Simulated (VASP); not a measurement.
# GaP (F-43m) in VASP: settings compared

Aim: see how the results for GaP move with the level of theory and the settings. Levels: PBE, PBE+D4. Tasks: single point.

Everything below comes from runs of VASP 6.6.1. Logs are shortened: lines on timing, memory, paths and dates and some standing lists are left out, and cuts for length are marked.

**What was measured.**

From “Stacking defects in GaP nanowires: Electronic structure and optical properties”, 2018, arxiv:1810.01194, for a bulk crystal of GaP at 10 K: band gap 2.34 eV (indirect).

How close the calculation comes is told below.

## (1) The cell of the first run

The structure is cubic, space group F-43m (No. 216). Conventional cell: a = 5.506 Å, b = 5.506 Å, c = 5.506 Å, α = 90.00°, β = 90.00°, γ = 90.00°. Within 3.1 Å of Ga (site symmetry -43m) lie 4 P at 2.38 Å. Within 3.1 Å of P (site symmetry -43m) lie 4 Ga at 2.38 Å.

## (2) Single point, PBE

The input, INCAR:

```
PREC = Accurate
ENCUT = 520
EDIFF = 1E-7
ISMEAR = 0
SIGMA = 0.05
LREAL = False
LASPH = True
NELM = 80
ALGO = Normal
ISIF = 2
LWAVE = False
LCHARG = True
GGA = PE
LELF = True
LVHAR = True
ISYM = 0
NBANDS = 16
```

The input, KPOINTS:

```
regular mesh
0
Gamma
  10 10 10
```

The input, POSCAR:

```
GaP
1.0
    0.0000000000      2.7530800596      2.7530800596
    2.7530800596      0.0000000000      2.7530800596
    2.7530800596      2.7530800596      0.0000000000
Ga P
1 1
Direct
    0.0000000000      0.0000000000      0.0000000000
    0.7500000000      0.7500000000      0.7500000000
```

Potentials or basis: VASP PAW PBE potentials, release 64 (Ga_d, P).

Started as:

```
cat potpaw_PBE.64/Ga_d/POTCAR potpaw_PBE.64/P/POTCAR > POTCAR
mpirun -np 1 vasp_std > vasp.out
```

OUTCAR:

```text
PREC = Accurate
   ENCUT = 520
   EDIFF = 1E-7
   ISMEAR = 0
   LREAL = False
   LASPH = True
   NELM = 80
   ISIF = 2
   GGA = PE
   ISYM = 0

 ion  position               nearest neighbor table
   1  0.000  0.000  0.000-   2 2.38   2 2.38   2 2.38   2 2.38
   2  0.750  0.750  0.750-   1 2.38   1 2.38   1 2.38   1 2.38

IMPORTANT INFORMATION: All symmetrisations will be switched off!
NOSYMM: (Re-)initialisation of all symmetry stuff for point group C_1.

----------------------------------------------------------------------------------------

                                     Primitive cell

  volume of cell :      41.7337

  direct lattice vectors                    reciprocal lattice vectors
     0.000000000  2.753080060  2.753080060    -0.181614769  0.181614769  0.181614769
     2.753080060  0.000000000  2.753080060     0.181614769 -0.181614769  0.181614769
     2.753080060  2.753080060  0.000000000     0.181614769  0.181614769 -0.181614769

  length of vectors
     3.893443159  3.893443159  3.893443159     0.314566008  0.314566008  0.314566008

  position of ions in fractional coordinates (direct lattice)
     0.000000000  0.000000000  0.000000000
     0.750000000  0.750000000  0.750000000

  ion indices of the primitive-cell ions
   primitive index   ion index
                 1           1
                 2           2

----------------------------------------------------------------------------------------

 KPOINTS: regular mesh

Automatic generation of k-mesh.
 Grid dimensions read from file:
 generate k-points for:   10   10   10

 Generating k-lattice:

  Cartesian coordinates                     Fractional coordinates (reciprocal lattice)
    -0.018161477  0.018161477  0.018161477     0.100000000  0.000000000  0.000000000
     0.018161477 -0.018161477  0.018161477     0.000000000  0.100000000  0.000000000
     0.018161477  0.018161477 -0.018161477     0.000000000  0.000000000  0.100000000

  Length of vectors
     0.031456601  0.031456601  0.031456601

  Shift w.r.t. Gamma in fractional coordinates (k-lattice)
     0.000000000  0.000000000  0.000000000

 Subroutine IBZKPT returns following result:
 ===========================================

 Found    504 irreducible k-points:

 Following reciprocal coordinates:
            Coordinates               Weight
  0.000000  0.000000  0.000000      1.000000
  0.100000  0.000000  0.000000      2.000000
  0.000000  0.100000  0.000000      2.000000
  0.000000  0.000000  0.100000      2.000000
  0.100000  0.100000  0.100000      2.000000
  0.200000  0.000000  0.000000      2.000000
[... 16 lines left out ...]
  0.000000  0.100000  0.100000      2.000000
  0.100000  0.000000  0.100000      2.000000
 [... further k-points ...]
   k-points           NKPTS =    504   k-points in BZ     NKDIM =    504   number of bands    NBANDS=     16
   number of dos      NEDOS =    301   number of ions     NIONS =      2
   total plane-waves  NPLWV =  27000
   dimension x,y,z NGX =    30 NGY =   30 NGZ =   30
   dimension x,y,z NGXF=    60 NGYF=   60 NGZF=   60
   ions per type =               1   1
   NGX,Y,Z   is equivalent  to a cutoff of  12.81, 12.81, 12.81 a.u.
   NGXF,Y,Z  is equivalent  to a cutoff of  25.62, 25.62, 25.62 a.u.
 SYSTEM =  unknown system
   PREC   = accura    normal or accurate (medium, high low for compatibility)
   ISTART =      0    job   : 0-new  1-cont  2-samecut
   ICHARG =      2    charge: 1-file 2-atom 10-const
   ISPIN  =      1    spin polarized calculation?
   LNONCOLLINEAR =      F non collinear calculations
   LSORBIT =      F    spin-orbit coupling
   LASPH  =      T    aspherical Exc in radial PAW
   ENCUT  =  520.0 eV  38.22 Ry    6.18 a.u.   7.24  7.24  7.24*2*pi/ulx,y,z
   NELM   =     80;   NELMIN=  2; NELMDL= -5     # of ELM steps
   EDIFF  = 0.1E-06   stopping-criterion for ELM
   LREAL  =      F    real-space projection
   EDIFFG = 0.1E-05   stopping-criterion for IOM
   NSW    =      0    number of steps for IOM
   IBRION =     -1    ionic relax: 0-MD 1-quasi-New 2-CG
   NFREE  =      0    steps in history (QN), initial steepest desc. (CG)
   ISIF   =      2    stress and relaxation
   ISYM   =      0    0-nonsym 1-usesym 2-fastsym
   POTIM  = 0.5000    time-step for ionic-motion
   TEBEG  =    0.0;   TEEND  =   0.0 temperature during run
   PSTRESS=    0.0 pullay stress
   NELECT =      18.0000    total number of electrons
   NUPDOWN=      -1.0000    fix difference up-down
   EMIN   =  10.00;   EMAX   =-10.00  energy-range for DOS
   EFERMI =   0.00;   METHOD = LEGACY
   ISMEAR =     0;   SIGMA  =   0.05  broadening in eV -4-tet -1-fermi 0-gaus
   EFERMI_NEDOS =   21; number of points for ismear=-14 and -15
   IALGO  =     38    algorithm
   IMIX   =      4    mixing-type and parameters
     AMIX     =   0.40;   BMIX     =  1.00
     AMIX_MAG =   1.60;   BMIX_MAG =  1.00
  volume/ion in A,a.u.               =      20.87       140.82
  Fermi-wavevector in a.u.,A,eV,Ry     =   1.236906  2.337414 20.816062  1.529937
  Thomas-Fermi vector in A             =   2.371496
   LORBIT       =      0    0 simple, 1 ext, 2 COOP (PROOUT), +10 PAW based schemes
   GGA     = PE    functional components
   LHFCALC =     F    Hartree Fock is set to
   AEXX    =    0.0000 exact exchange contribution
   IVDW    =     0    specifies the selected vdW correction
   LEPSILON=     F    determine dielectric tensor
   LRPA    =     F    only Hartree local field effects (RPA)
 non-spin polarized calculation
 Gauss-broadening in eV      SIGMA  =   0.05
  energy-cutoff  :      520.00
  volume of cell :       41.73
 maximum number of plane-waves:      1158
 NGX is ok and might be reduce to    30
   NGX = 15   NGY = 15   NGZ = 15

 number of electron      18.0000003 magnetization

 Free energy of the ion-electron system (eV)
  ---------------------------------------------------
  ext. energy  EPLUGINS =         0.00000000
  ---------------------------------------------------
  free energy    TOTEN  =        -9.12760861 eV

  energy without entropy =       -9.12760861  energy(sigma->0) =       -9.12760861

 E-fermi :   4.5424     XC(G=0):  -9.6951

 val. band max:        4.3451732621   @ k =   0.0000   0.0000   0.0000
 cond. band min:       5.9206933017   @ k =   0.0000   0.0000   0.0000
 fundamental gap:      1.5755200396
 Fermi energy:         4.5424359505

 k-point     1 :       0.0000    0.0000    0.0000
  band No.  band energies     occupation
      1     -10.1566      2.00000
      2     -10.1566      2.00000
      3     -10.1566      2.00000
      4     -10.0658      2.00000
      5     -10.0658      2.00000
      6      -7.9213      2.00000
[... 8 lines left out ...]
     15      14.0904      0.00000
     16      14.0904      0.00000

 k-point     2 :       0.1000    0.0000    0.0000
  band No.  band energies     occupation
      1     -10.1643      2.00000
      2     -10.1538      2.00000
      3     -10.1538      2.00000
      4     -10.0659      2.00000
      5     -10.0659      2.00000
      6      -7.7964      2.00000
[... 8 lines left out ...]
     15      13.6360      0.00000
     16      13.6360      0.00000

 k-point     3 :       0.0000    0.1000    0.0000
  band No.  band energies     occupation
      1     -10.1643      2.00000
      2     -10.1538      2.00000
      3     -10.1538      2.00000
      4     -10.0659      2.00000
      5     -10.0659      2.00000
      6      -7.7964      2.00000
[... 8 lines left out ...]
     15      13.6360      0.00000
     16      13.6360      0.00000

 k-point     4 :       0.0000    0.0000    0.1000
  band No.  band energies     occupation
      1     -10.1643      2.00000
      2     -10.1538      2.00000
      3     -10.1538      2.00000
      4     -10.0659      2.00000
      5     -10.0659      2.00000
      6      -7.7964      2.00000
[... 8 lines left out ...]
     15      13.6360      0.00000
     16      13.6360      0.00000

 k-point     5 :       0.1000    0.1000    0.1000
  band No.  band energies     occupation
      1     -10.1643      2.00000
      2     -10.1538      2.00000
      3     -10.1538      2.00000
      4     -10.0659      2.00000
      5     -10.0659      2.00000
      6      -7.7964      2.00000
[... 8 lines left out ...]
     15      13.6360      0.00000
     16      13.6360      0.00000

 k-point     6 :       0.2000    0.0000    0.0000
  band No.  band energies     occupation
      1     -10.1835      2.00000
      2     -10.1470      2.00000
      3     -10.1470      2.00000
      4     -10.0654      2.00000
      5     -10.0654      2.00000
      6      -7.4344      2.00000
[... 8 lines left out ...]
     15      13.2236      0.00000
     16      14.3459      0.00000
[... 267 lines left out ...]
 k-point    21 :       0.5000    0.5000    0.5000
  band No.  band energies     occupation
      1     -10.2285      2.00000
      2     -10.1341      2.00000
      3     -10.1341      2.00000
      4     -10.0592      2.00000
      5     -10.0592      2.00000
      6      -5.9539      2.00000
[... 8 lines left out ...]
     15      15.9339      0.00000
     16      15.9339      0.00000

 k-point    22 :       0.1000    0.1000    0.0000
  band No.  band energies     occupation
      1     -10.1697      2.00000
      2     -10.1512      2.00000
      3     -10.1512      2.00000
      4     -10.0681      2.00000
      5     -10.0640      2.00000
      6      -7.7548      2.00000
[... 8 lines left out ...]
     15      13.8529      0.00000
     16      14.2451      0.00000

 k-point    23 :       0.0000    0.1000    0.1000
  band No.  band energies     occupation
      1     -10.1697      2.00000
      2     -10.1512      2.00000
      3     -10.1512      2.00000
      4     -10.0681      2.00000
      5     -10.0640      2.00000
      6      -7.7548      2.00000
[... 8 lines left out ...]
     15      13.8529      0.00000
     16      14.2451      0.00000

 k-point    24 :       0.1000    0.0000    0.1000
  band No.  band energies     occupation
      1     -10.1697      2.00000
      2     -10.1512      2.00000
      3     -10.1512      2.00000
      4     -10.0681      2.00000
      5     -10.0640      2.00000
      6      -7.7548      2.00000
[... 8 lines left out ...]
     15      13.8529      0.00000
     16      14.2451      0.00000

 [... further k-points ...]
[... 5 lines left out ...]
  --------------------------------------------------------------------------------------
  -------------------------------------------------------------------------------------
  Total       -0.0014491     -0.0014488     -0.0014487      0.0000112      0.0000102      0.0000103
  in kB       -0.0556330     -0.0556216     -0.0556158      0.0004311      0.0003911      0.0003962
  external PRESSURE =      -0.0556235 kB  Pullay stress =       0.0000000 kB

 VOLUME and BASIS-vectors are now :
 -----------------------------------------------------------------------------
  energy-cutoff  :      520.00
  volume of cell :       41.73
      direct lattice vectors                 reciprocal lattice vectors
     0.000000000  2.753080060  2.753080060    -0.181614769  0.181614769  0.181614769
     2.753080060  0.000000000  2.753080060     0.181614769 -0.181614769  0.181614769
     2.753080060  2.753080060  0.000000000     0.181614769  0.181614769 -0.181614769

 POSITION                                       TOTAL-FORCE (eV/Angst)
 -----------------------------------------------------------------------------------
      0.00000      0.00000      0.00000        -0.000007     -0.000007     -0.000007
      4.12962      4.12962      4.12962         0.000007      0.000007      0.000007
 -----------------------------------------------------------------------------------
    total drift:                               -0.000004     -0.000005     -0.000004

  FREE ENERGIE OF THE ION-ELECTRON SYSTEM (eV)
  ---------------------------------------------------
  free  energy   TOTEN  =        -9.1276086142 eV

  energy  without entropy=       -9.1276086141  energy(sigma->0) =       -9.12760861
```

It took 9.3 min on 1 thread of AMD EPYC 7R13, shared host; peak memory 0.41 GiB.

What came out:

* Free energy: -9.1276 eV
* Pressure: 0.0 GPa
* Band gap on the k mesh: 1.58 eV, direct

Levels at points of the mesh, in eV from the valence-band top:
```
           k point  band 6  band 7  band 8  band 9  band 10  band 11  band 12  band 13
(0.00, 0.00, 0.00)  -12.27    0.00    0.00    0.00     1.58     3.90     3.90     3.90
(0.50, 0.00, 0.00)  -10.30   -6.46   -1.07   -1.07     1.58     4.73     4.73     8.23
(0.00, 0.50, 0.00)  -10.30   -6.46   -1.07   -1.07     1.58     4.73     4.73     8.23
(0.00, 0.00, 0.50)  -10.30   -6.46   -1.07   -1.07     1.58     4.73     4.73     8.23
(0.50, 0.50, 0.50)  -10.30   -6.46   -1.07   -1.07     1.58     4.73     4.73     8.23
(0.50, 0.50, 0.00)   -9.44   -6.61   -2.58   -2.58     1.72     1.85    10.37    10.37
(0.00, 0.50, 0.50)   -9.44   -6.61   -2.58   -2.58     1.72     1.85    10.37    10.37
(0.50, 0.00, 0.50)   -9.44   -6.61   -2.58   -2.58     1.72     1.85    10.37    10.37
```

## (3) Single point, PBE+D4

The input, INCAR:

```
SYSTEM = GaP
PREC = Accurate
ENCUT = 520
EDIFF = 1E-6
ISMEAR = 0
SIGMA = 0.05
LREAL = .FALSE.
LASPH = .TRUE.
NELM = 80
ALGO = Normal
ISIF = 2
LWAVE = .FALSE.
LCHARG = .FALSE.
GGA = PE
IVDW = 13
NBANDS = 16
```

The input, KPOINTS:

```
Automatic mesh
0
G
  10 10 10
  0 0 0
```

The input, POSCAR:

```
GaP
1.0
    0.0000000000      2.7530800644      2.7530800644
    2.7530800644      0.0000000000      2.7530800644
    2.7530800644      2.7530800644      0.0000000000
Ga P
1 1
Direct
    0.0000000000      0.0000000000      0.0000000000
    0.7500000000      0.7500000000      0.7500000000
```

Potentials or basis: VASP PAW PBE potentials, release 64 (Ga_d, P).

Started as:

```
cat potpaw_PBE.64/Ga_d/POTCAR potpaw_PBE.64/P/POTCAR > POTCAR
mpirun -np 1 vasp_std > vasp.out
```

Wall time 42 s (1 thread of AMD EPYC 7R13, shared host); peak memory 0.15 GiB.

It converged, with:

| Property | Result |
| --- | --- |
| Free energy | -9.9287 eV |
| Pressure | -3.2 GPa |
| Band gap on the k mesh | 1.58 eV, direct |
| Dispersion energy per atom | -0.401 eV |

Levels at points of the mesh, in eV from the valence-band top:
| k point | band 5 | band 6 | band 7 | band 8 | band 9 | band 10 | band 11 | band 12 | band 13 | band 14 |
| --- | --- | --- | --- | --- | --- | --- | --- | --- | --- | --- |
| (0.00, 0.00, 0.00) | -14.41 | -12.27 | 0.00 | 0.00 | 0.00 | 1.58 | 3.90 | 3.90 | 3.90 | 8.68 |
| (0.50, 0.00, 0.00) | -14.40 | -10.30 | -6.46 | -1.07 | -1.07 | 1.58 | 4.73 | 4.73 | 8.22 | 10.67 |
| (0.50, 0.50, 0.00) | -14.39 | -9.44 | -6.61 | -2.58 | -2.58 | 1.72 | 1.85 | 10.37 | 10.37 | 10.92 |

## (4) Against experiment

Step 2. Measured gap of GaP: 2.34 eV (indirect; 10 K; quoted in “Stacking defects in GaP nanowires: Electronic structure and optical properties”, 2018, arxiv:1810.01194). This calculation gives 1.58 eV (-0.76 eV). Spin-orbit coupling on Ga is left out. The value is that of PBE on a finite k mesh, which can miss the band edges, without temperature or zero-point motion. Semilocal functionals fall short of measured gaps as a rule.
